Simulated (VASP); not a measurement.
VH2: single point with r2SCAN

Crystal: VH2.

```
CELL_PARAMETERS angstrom
2.15657 2.15657 0.00000
-2.15657 2.15657 0.00000
0.00000 0.00000 4.11213
ATOMIC_POSITIONS crystal
V 0.00000 0.00000 0.00000
V 0.50000 0.50000 0.50000
H 0.00000 0.50000 0.75000
H 0.50000 0.00000 0.75000
H 0.50000 0.00000 0.25000
H 0.00000 0.50000 0.25000
```

This cell differs from its parent crystal: biaxial strain in the a-b plane: +3.0 %.

- Program: VASP 6.6.1
- Task: single point
- Functional: r2SCAN
- Potentials or basis: VASP PAW PBE potentials, release 64 (V_sv, H)
- Cutoff: 520 eV
- k mesh: 12 × 12 × 8
- Occupations: gaussian, width 0.1 eV
- Spin: no spin polarisation

The pressure is -6.6 GPa. The band gap on the k mesh is zero (bands 15 and 16 overlap by 2.35 eV).

Stress tensor (GPa, compression positive):
```
-9.35  0.00  0.00
 0.00 -9.35  0.00
 0.00  0.00 -1.14
```

Levels at points of the mesh, in eV from the Fermi level:
| k point | band 11 | band 12 | band 13 | band 14 | band 15 | band 16 | band 17 | band 18 | band 19 | band 20 |
| --- | --- | --- | --- | --- | --- | --- | --- | --- | --- | --- |
| (0.00, 0.00, 0.00) | -5.71 | -3.66 | -1.10 | -1.10 | -0.81 | 0.56 | 0.83 | 0.92 | 1.59 | 1.66 |
| (0.50, 0.00, 0.00) | -5.64 | -5.64 | -1.55 | -1.55 | -0.02 | -0.02 | 0.30 | 0.30 | 1.97 | 1.97 |
| (0.50, 0.50, 0.00) | -6.46 | -6.46 | -3.75 | -3.75 | 1.54 | 1.54 | 1.61 | 1.61 | 1.77 | 1.77 |
| (0.00, 0.00, 0.50) | -5.27 | -5.27 | -0.54 | -0.54 | -0.13 | -0.13 | -0.13 | -0.13 | 1.06 | 1.06 |
| (0.50, 0.00, 0.50) | -6.16 | -6.16 | -1.07 | -1.07 | -0.68 | -0.68 | 1.47 | 1.47 | 1.60 | 1.60 |
| (0.50, 0.50, 0.50) | -6.65 | -6.65 | -2.71 | -2.71 | 0.46 | 0.46 | 1.55 | 1.55 | 3.51 | 3.51 |

It took 5.9 min on 1 thread of Intel Xeon 8259CL, on a shared host, peak memory 0.24 GiB.

Caveat: the cell differs from its parent crystal (biaxial strain in the a-b plane: +3.0 %); the stress differs along the axes, from -9 to -1 GPa; the PAW data sets were made with another functional, which shifts forces and pressure a little.
